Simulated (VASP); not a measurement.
# Cu in VASP: notebook

Aim: see how the results for Cu move with the level of theory and the settings. Levels: LDA, PBE+D3(BJ), PBE+D4. Tasks: single point.

Program: VASP 6.6.1. These are calculated values, not measurements. Logs are shortened: lines on timing, memory, paths and dates and some standing lists are left out, and cuts for length are marked.

## (1) The cell of the first run

Symmetry: Cmcm, No. 63, orthorhombic system. Conventional cell: a = 2.421 Å, b = 7.899 Å, c = 2.459 Å, α = 90.00°, β = 90.00°, γ = 90.00°. Within 3.2 Å of Cu (site symmetry m2m) lie 10 Cu at 2.42 to 2.52 Å.

## (2) Single point, LDA (11.75 Å³/atom)

Contents of INCAR:

```
SYSTEM = Cu
ALGO = Normal
EDIFF = 1E-6
ENCUT = 600
GGA = CA
GGA_COMPAT = .FALSE.
ISIF = 2
ISMEAR = -1
LASPH = .TRUE.
LCHARG = .FALSE.
LREAL = .FALSE.
LWAVE = .FALSE.
NBANDS = 18
NELM = 120
PREC = Accurate
SIGMA = 0.05
```

Contents of KPOINTS:

```
k-points
0
G
  11 11 11
  0 0 0
```

Contents of POSCAR:

```
Cu
1.0
    1.2102858349     -3.9496901055      0.0000000000
    1.2102858349      3.9496901055      0.0000000000
    0.0000000000      0.0000000000      2.4588809590
Cu
2
Direct
    0.8661333500      0.1338666500      0.7500000000
    0.1338666500      0.8661333500      0.2500000000
```

Potentials or basis: VASP PAW LDA potentials, release 64 (Cu).

The run is started by

```bash
> cat potpaw_LDA.64/Cu/POTCAR > POTCAR
> mpirun -np 1 vasp_std > vasp.out
```

OUTCAR:

```text
SYSTEM = Cu
   EDIFF = 1E-6
   ENCUT = 600
   GGA = CA
   ISIF = 2
   ISMEAR = -1
   LASPH = .TRUE.
   LREAL = .FALSE.
   NELM = 120
   PREC = Accurate

 ion  position               nearest neighbor table
   1  0.866  0.134  0.750-   2 2.45   2 2.45   2 2.52   2 2.52   2 2.52   2 2.52
   2  0.134  0.866  0.250-   1 2.45   1 2.45   1 2.52   1 2.52   1 2.52   1 2.52

  LATTYP: Found a base centered orthorhombic cell.
 ALAT       =     2.4205716698
 B/A-ratio  =     3.2634357865
 C/A-ratio  =     1.0158265461

  Lattice vectors:

 A1 = (   1.2102858349,  -3.9496901055,   0.0000000000)
 A2 = (   1.2102858349,   3.9496901055,   0.0000000000)
 A3 = (   0.0000000000,   0.0000000000,   2.4588809590)

Analysis of symmetry for initial positions (statically):
=====================================================================
 Subroutine PRICEL returns:
 Original cell was already a primitive cell.

 Routine SETGRP: Setting up the symmetry group for a
 base centered orthorhombic supercell.

 Subroutine GETGRP returns: Found  8 space group operations
 (whereof  4 operations were pure point group operations)
 out of a pool of  8 trial point group operations.

The static configuration has the point symmetry C_2h.
 The point group associated with its full space group is D_2h.

Analysis of symmetry for dynamics (positions and initial velocities):
=====================================================================
 Subroutine PRICEL returns:
 Original cell was already a primitive cell.

 Routine SETGRP: Setting up the symmetry group for a
 base centered orthorhombic supercell.

 Subroutine GETGRP returns: Found  8 space group operations
 (whereof  4 operations were pure point group operations)
 out of a pool of  8 trial point group operations.

The dynamic configuration has the point symmetry C_2h.
 The point group associated with its full space group is D_2h.

 Subroutine INISYM returns: Found  8 space group operations
 (whereof  4 operations are pure point group operations),
 and found     1 'primitive' translations

----------------------------------------------------------------------------------------

                                     Primitive cell

  volume of cell :      23.5082

  direct lattice vectors                    reciprocal lattice vectors
     1.210285835 -3.949690106  0.000000000     0.413125549 -0.126592210  0.000000000
     1.210285835  3.949690106  0.000000000     0.413125549  0.126592210  0.000000000
     0.000000000  0.000000000  2.458880959     0.000000000  0.000000000  0.406689066

  length of vectors
     4.130961599  4.130961599  2.458880959     0.432085995  0.432085995  0.406689066

  position of ions in fractional coordinates (direct lattice)
     0.866133350  0.133866650  0.750000000
     0.133866650  0.866133350  0.250000000

  ion indices of the primitive-cell ions
   primitive index   ion index
                 1           1
                 2           2

----------------------------------------------------------------------------------------

 KPOINTS: k-points

Automatic generation of k-mesh.
 Grid dimensions read from file:
 generate k-points for:   11   11   11

 Generating k-lattice:

  Cartesian coordinates                     Fractional coordinates (reciprocal lattice)
     0.037556868 -0.011508383  0.000000000     0.090909091 -0.000000000  0.000000000
     0.037556868  0.011508383  0.000000000    -0.000000000  0.090909091  0.000000000
     0.000000000  0.000000000  0.036971733     0.000000000  0.000000000  0.090909091

  Length of vectors
     0.039280545  0.039280545  0.036971733

  Shift w.r.t. Gamma in fractional coordinates (k-lattice)
     0.000000000  0.000000000  0.000000000

 Subroutine IBZKPT returns following result:
 ===========================================

 Found    216 irreducible k-points:

 Following reciprocal coordinates:
            Coordinates               Weight
  0.000000  0.000000  0.000000      1.000000
  0.090909  0.000000  0.000000      4.000000
  0.181818 -0.000000  0.000000      4.000000
  0.272727  0.000000  0.000000      4.000000
  0.363636  0.000000  0.000000      4.000000
  0.454545 -0.000000  0.000000      4.000000
[... 16 lines left out ...]
 -0.272727  0.181818  0.000000      4.000000
 -0.181818  0.181818  0.000000      2.000000
 [... further k-points ...]
   k-points           NKPTS =    216   k-points in BZ     NKDIM =    216   number of bands    NBANDS=     18
   number of dos      NEDOS =    301   number of ions     NIONS =      2
   total plane-waves  NPLWV =  25920
   dimension x,y,z NGX =    36 NGY =   36 NGZ =   20
   dimension x,y,z NGXF=    72 NGYF=   72 NGZF=   40
   ions per type =               2
   NGX,Y,Z   is equivalent  to a cutoff of  14.49, 14.49, 13.52 a.u.
   NGXF,Y,Z  is equivalent  to a cutoff of  28.98, 28.98, 27.04 a.u.
 SYSTEM =  Cu
   PREC   = accura    normal or accurate (medium, high low for compatibility)
[... 96 lines left out ...]
     17      28.2361      0.00000
     18      31.5133      0.00000

 k-point     4 :       0.2727    0.0000    0.0000
  band No.  band energies     occupation
      1       0.0343      2.00000
      2       2.8063      2.00000
      3       3.5749      2.00000
      4       3.6571      2.00000
      5       4.2930      2.00000
      6       4.4571      2.00000
[... 10 lines left out ...]
     17      28.6386      0.00000
     18      30.9641      0.00000

 k-point     5 :       0.3636    0.0000    0.0000
  band No.  band energies     occupation
      1       1.2576      2.00000
      2       2.8071      2.00000
      3       3.4396      2.00000
      4       3.8995      2.00000
      5       4.3103      2.00000
      6       4.5089      2.00000
[... 10 lines left out ...]
     17      27.2293      0.00000
     18      29.3093      0.00000

 k-point     6 :       0.4545   -0.0000    0.0000
  band No.  band energies     occupation
      1       2.0886      2.00000
      2       2.6656      2.00000
      3       3.5157      2.00000
      4       4.1693      2.00000
      5       4.3849      2.00000
      6       4.5270      2.00000
[... 10 lines left out ...]
     17      29.1828      0.00000
     18      29.8778      0.00000

 k-point     7 :       0.0909    0.0909    0.0000
  band No.  band energies     occupation
      1      -1.1266      2.00000
      2       2.6036      2.00000
      3       3.4293      2.00000
      4       3.7787      2.00000
      5       4.3302      2.00000
      6       4.3480      2.00000
[... 10 lines left out ...]
     17      28.2016      0.00000
     18      31.8352      0.00000

 k-point     8 :       0.1818    0.0909    0.0000
  band No.  band energies     occupation
      1      -0.1090      2.00000
      2       2.8458      2.00000
      3       3.5657      2.00000
      4       3.7010      2.00000
      5       4.3127      2.00000
      6       4.4163      2.00000
[... 10 lines left out ...]
     17      28.5767      0.00000
     18      32.4168      0.00000
[... 229 lines left out ...]
     17      29.2472      0.00000
     18      30.1117      0.00000

 k-point    20 :       0.4545    0.1818    0.0000
  band No.  band energies     occupation
      1       1.7742      2.00000
      2       2.5072      2.00000
      3       3.6664      2.00000
      4       3.9301      2.00000
      5       4.1199      2.00000
      6       4.5789      2.00000
[... 10 lines left out ...]
     17      28.1960      0.00000
     18      28.8043      0.00000

 k-point    21 :      -0.4545    0.1818    0.0000
  band No.  band energies     occupation
      1       0.7045      2.00000
      2       2.5101      2.00000
      3       3.5185      2.00000
      4       3.6678      2.00000
      5       4.1404      2.00000
      6       4.6250      2.00000
[... 10 lines left out ...]
     17      27.0920      0.00000
     18      28.7389      0.00000

 k-point    22 :      -0.3636    0.1818    0.0000
  band No.  band energies     occupation
      1      -0.4276      2.00000
      2       2.3883      2.00000
      3       3.2066      2.00000
      4       3.8801      2.00000
      5       3.9657      2.00000
      6       4.5187      2.00000
[... 10 lines left out ...]
     17      28.4905      0.00000
     18      29.0328      0.00000

 k-point    23 :      -0.2727    0.1818    0.0000
  band No.  band energies     occupation
      1      -1.2609      2.00000
      2       2.2179      2.00000
      3       3.0236      2.00000
      4       3.6948      2.00000
      5       4.2801      2.00000
      6       4.4606      2.00000
[... 10 lines left out ...]
     17      28.1349      0.00000
     18      29.5150      0.00000

 k-point    24 :      -0.1818    0.1818    0.0000
  band No.  band energies     occupation
      1      -1.6599      2.00000
      2       2.1883      2.00000
      3       2.9712      2.00000
      4       3.5900      2.00000
      5       4.3842      2.00000
      6       4.4238      2.00000
[... 10 lines left out ...]
     17      28.9514      0.00000
     18      29.0005      0.00000

 [... further k-points ...]

------------------------ aborting loop because EDIFF is reached ----------------------------------------

  FORCE on cell =-STRESS in cart. coord.  units (eV):
  Direction    XX          YY          ZZ          XY          YZ          ZX
  --------------------------------------------------------------------------------------
  -------------------------------------------------------------------------------------
  Total       -0.4823053     -0.6441395     -0.4790682      0.0000000      0.0000000      0.0000000
  in kB      -32.8710960    -43.9007634    -32.6504729      0.0000000      0.0000000      0.0000000
  external PRESSURE =     -36.4741108 kB  Pullay stress =       0.0000000 kB

 VOLUME and BASIS-vectors are now :
 -----------------------------------------------------------------------------
  energy-cutoff  :      600.00
  volume of cell :       23.51
      direct lattice vectors                 reciprocal lattice vectors
     1.210285835 -3.949690106  0.000000000     0.413125549 -0.126592210  0.000000000
     1.210285835  3.949690106  0.000000000     0.413125549  0.126592210  0.000000000
     0.000000000  0.000000000  2.458880959     0.000000000  0.000000000  0.406689066

 POSITION                                       TOTAL-FORCE (eV/Angst)
 -----------------------------------------------------------------------------------
      1.21029     -2.89223      1.84416         0.000000      0.012258     -0.000000
      1.21029      2.89223      0.61472         0.000000     -0.012258      0.000000
 -----------------------------------------------------------------------------------
    total drift:                                0.000000     -0.000000      0.000000

  FREE ENERGIE OF THE ION-ELECTRON SYSTEM (eV)
  ---------------------------------------------------
  free  energy   TOTEN  =        -9.0938668334 eV

  energy  without entropy=       -9.0897194830  energy(sigma->0) =       -9.09179316
```

Wall time 2.8 min (1 thread of Intel Xeon 8259CL, shared host); peak memory 0.22 GiB.

Results:

| Quantity | Value |
| --- | --- |
| Free energy | -9.0939 eV |
| Pressure | -3.6 GPa |
| Largest force | 0.012 eV/Å |
| Band gap on the k mesh | zero (bands 11 and 12 overlap by 5.51 eV) |

Forces in eV/Å, atoms in the order of the input:
```
Cu   0.000  0.012  0.000
Cu   0.000 -0.012  0.000
```

Levels at points of the mesh, in eV from the Fermi level:
```
           k point  band 8  band 9  band 10  band 11  band 12  band 13  band 14  band 15
(0.00, 0.00, 0.00)   -2.10   -1.90    -1.75    -1.51    -0.09     4.88    14.85    18.55
```

Caveat: the cell stands under tension.

## (3) Single point, LDA (last atom moved by 0.05 Å along z, cell strained by -1.0% along z)

Contents of INCAR:

```
SYSTEM = Cu
GGA      = CA             ! functional
ISMEAR   = 1              ! smearing method
SIGMA    = 0.05           ! smearing width, eV
LWAVE    = .FALSE.        ! write WAVECAR
LCHARG   = .FALSE.        ! write CHGCAR
ISIF     = 2              ! what is computed and relaxed
PREC     = Accurate       ! precision mode
LASPH    = .TRUE.         ! aspherical terms in the spheres
LREAL    = .FALSE.        ! projectors in reciprocal space
ALGO     = Normal         ! electronic algorithm
EDIFF    = 1E-8           ! SCF threshold, eV
NELM     = 120            ! most SCF steps
GGA_COMPAT= .FALSE.      
ENCUT    = 620            ! plane-wave cutoff, eV
KPAR     = 8            
NBANDS   = 31             ! bands
ADDGRID  = .FALSE.
```

Contents of KPOINTS:

```
Automatic mesh
0
Gamma
  22 22 21
  0 0 0
```

Contents of POSCAR:

```
Cu
1.0
    1.2184636900     -3.9763780104      0.0000000000
    1.2184636900      3.9763780104      0.0000000000
    0.0000000000      0.0000000000      2.4507405683
Cu
2
Direct
    0.8661333500      0.1338666500      0.7500000000
    0.1338666500      0.8661333500      0.2701979800
```

Potentials or basis: VASP PAW LDA potentials, release 64 (Cu).

The run is started by

```bash
> cat potpaw_LDA.64/Cu/POTCAR > POTCAR
> mpirun -np 8 vasp_std > vasp.out
```

Run time: 9.3 min. Hardware: 8 MPI ranks of Intel Xeon Platinum 8259CL at 2.50GHz (Skylake/Cascade Lake), shared host; peak memory 1.6 GiB.

It converged, with:

```
Free energy            : -9.0784 eV
Pressure               : -5.2 GPa
Largest force          : 0.133 eV/Å
Band gap on the k mesh : zero (bands 11 and 12 overlap by 1.21 eV)
```

Forces on the atoms (eV/Å):
```
Cu   0.000  0.036  0.128
Cu   0.000 -0.036 -0.128
```

Stress tensor (GPa, compression positive):
```
-5.99  0.00  0.00
 0.00 -5.78 -0.14
 0.00 -0.14 -3.89
```

Levels at points of the mesh, in eV from the Fermi level:
```
           k point  band 7  band 8  band 9  band 10  band 11  band 12  band 13  band 14  band 15  band 16
(0.00, 0.00, 0.00)   -2.38   -2.06   -1.84    -1.70    -1.47    -0.09     4.78    15.15    18.27    19.16
(0.50, 0.00, 0.00)   -2.68   -2.53   -2.12    -1.67    -0.49     1.25     2.47     6.87    12.83    15.71
(0.50, 0.50, 0.00)   -2.63   -2.30   -2.29    -1.93    -1.61    -1.54    13.57    15.29    15.44    17.98
```

Caveat: the cell differs from its parent crystal (last atom moved by 0.05 Å along z, cell strained by -1.0% along z); the cell stands under tension.

## (4) Single point, PBE+D3(BJ)

This run uses another cell than the first one, of 11.88 Å³/atom.

Contents of INCAR:

```
PREC = Accurate ; ENCUT = 520
EDIFF = 1E-6 ; ISMEAR = -1
SIGMA = 0.05 ; LREAL = F
LASPH = T ; NELM = 60
ALGO = Normal ; ISIF = 2
LWAVE = F ; LCHARG = F
GGA = PE ; IVDW = 12
NBANDS = 18
```

Contents of KPOINTS:

```
Automatic mesh
0
Gamma
  11 11 11
```

Contents of POSCAR:

```
Cu
1.0
    1.2147815267     -3.9513826824      0.0000000000
    1.2147815267      3.9513826824      0.0000000000
    0.0000000000      0.0000000000      2.4756934585
Cu
2
Direct
    0.8665202170      0.1334797830      0.7500000000
    0.1334797830      0.8665202170      0.2500000000
```

Potentials or basis: VASP PAW PBE potentials, release 64 (Cu).

The run is started by

```bash
> cat potpaw_PBE.64/Cu/POTCAR > POTCAR
> mpirun -np 1 vasp_std > vasp.out
```

It took 40 s on 1 thread of Intel Xeon Platinum 8488C (Sapphire Rapids), shared host; peak memory 0.21 GiB.

Results (log left out):

```yaml
Free_energy: -8.3039 eV
Pressure: 0.5 GPa
Largest_force: 0.004 eV/Å
Band_gap_on_the_k_mesh: zero (bands 11 and 12 overlap by 5.48 eV)
Dispersion_energy_per_atom: -0.579 eV
```

Forces in eV/Å, atoms in the order of the input:
```
Cu   0.000 -0.004  0.000
Cu   0.000  0.004  0.000
```

Stress tensor (GPa, compression positive):
```
0.37 0.00 0.00
0.00 0.54 0.00
0.00 0.00 0.54
```

Levels at points of the mesh, in eV from the Fermi level:
| k point | band 7 | band 8 | band 9 | band 10 | band 11 | band 12 | band 13 | band 14 | band 15 | band 16 |
| --- | --- | --- | --- | --- | --- | --- | --- | --- | --- | --- |
| (0.00, 0.00, 0.00) | -2.37 | -2.07 | -1.87 | -1.74 | -1.47 | -0.05 | 4.91 | 14.66 | 18.54 | 19.37 |

## (5) Single point, PBE+D4

This run uses another cell than the first one, of 11.98 Å³/atom.

Contents of INCAR:

```
PREC     = Accurate       # precision mode
ENCUT    = 520            # plane-wave cutoff, eV
EDIFF    = 1E-6           # SCF threshold, eV
ISMEAR   = -1             # smearing method
SIGMA    = 0.05           # smearing width, eV
LREAL    = False          # projectors in reciprocal space
LASPH    = True           # aspherical terms in the spheres
NELM     = 60             # most SCF steps
ALGO     = Normal         # electronic algorithm
ISIF     = 2              # what is computed and relaxed
LWAVE    = False          # write WAVECAR
LCHARG   = True           # write CHGCAR
GGA      = PE             # functional
IVDW     = 13             # dispersion correction
LELF     = True           # ELF
LVHAR    = True         
NBANDS   = 18             # bands
```

KPOINTS is that of step 4.

Contents of POSCAR:

```
Cu
1.0
    1.2186442883     -3.9602599966      0.0000000000
    1.2186442883      3.9602599966      0.0000000000
    0.0000000000      0.0000000000      2.4821944883
Cu
2
Direct
    0.8664492212      0.1335507788      0.7500000000
    0.1335507788      0.8664492212      0.2500000000
```

The run is started by

```bash
> cat potpaw_PBE.64/Cu/POTCAR > POTCAR
> mpirun -np 1 vasp_std > vasp.out
```

It took 41 s on 1 thread of Intel Xeon Platinum 8488C (Sapphire Rapids), shared host; peak memory 0.21 GiB.

Results (log left out):

| Item | Value |
| --- | --- |
| Free energy | -8.2622 eV |
| Pressure | 0.5 GPa |
| Band gap on the k mesh | zero (bands 11 and 12 overlap by 5.46 eV) |
| Dispersion energy per atom | -0.554 eV |

Forces in eV/Å, atoms in the order of the input:
```
Cu   0.000 -0.002  0.000
Cu   0.000  0.002  0.000
```

Stress tensor (GPa, compression positive):
```
0.36 0.00 0.00
0.00 0.51 0.00
0.00 0.00 0.53
```

Levels at points of the mesh, in eV from the Fermi level:
```
           k point  band 8  band 9  band 10  band 11  band 12  band 13  band 14  band 15
(0.00, 0.00, 0.00)   -2.06   -1.87    -1.73    -1.46    -0.02     4.88    14.60    18.41
```

## (6) Summary

| level | potentials or basis | cell | k mesh | cutoff (eV) | smearing | dipole correction | tolerance level | purpose | gap on the mesh (eV) | pressure (GPa) | largest force (eV/Å) |
| --- | --- | --- | --- | --- | --- | --- | --- | --- | --- | --- | --- |
| LDA | VASP PAW LDA potentials, release 64 (Cu) | a = 4.131, b = 4.131, c = 2.459 Å, angles 90.0, 90.0, 145.9°, 2 atoms, atomic positions A | 11 × 11 × 11 | 600 | fermi-dirac 0.05 eV | no | - | - | none | -3.6 | 0.01 |
| LDA | VASP PAW LDA potentials, release 64 (Cu) | a = 4.159, b = 4.159, c = 2.451 Å, angles 90.0, 90.0, 145.9°, 2 atoms, atomic positions B | 22 × 22 × 21 | 620 | methfessel-paxton 0.05 eV | - | standard | forces | none | -5.2 | 0.13 |
| PBE+D3(BJ) | VASP PAW PBE potentials, release 64 (Cu) | a = 4.134, b = 4.134, c = 2.476 Å, angles 90.0, 90.0, 145.8°, 2 atoms, atomic positions A | 11 × 11 × 11 | 520 | fermi-dirac 0.05 eV | no | - | - | none | 0.5 | - |
| PBE+D4 | VASP PAW PBE potentials, release 64 (Cu) | a = 4.144, b = 4.144, c = 2.482 Å, angles 90.0, 90.0, 145.8°, 2 atoms, atomic positions A | 11 × 11 × 11 | 520 | fermi-dirac 0.05 eV | no | - | - | none | 0.5 | - |

Alike in all rows: task single point; no spin polarisation.

Caveats: the cell stands under tension (at least some runs).

Absolute energies hang on the potentials; compare differences alone.
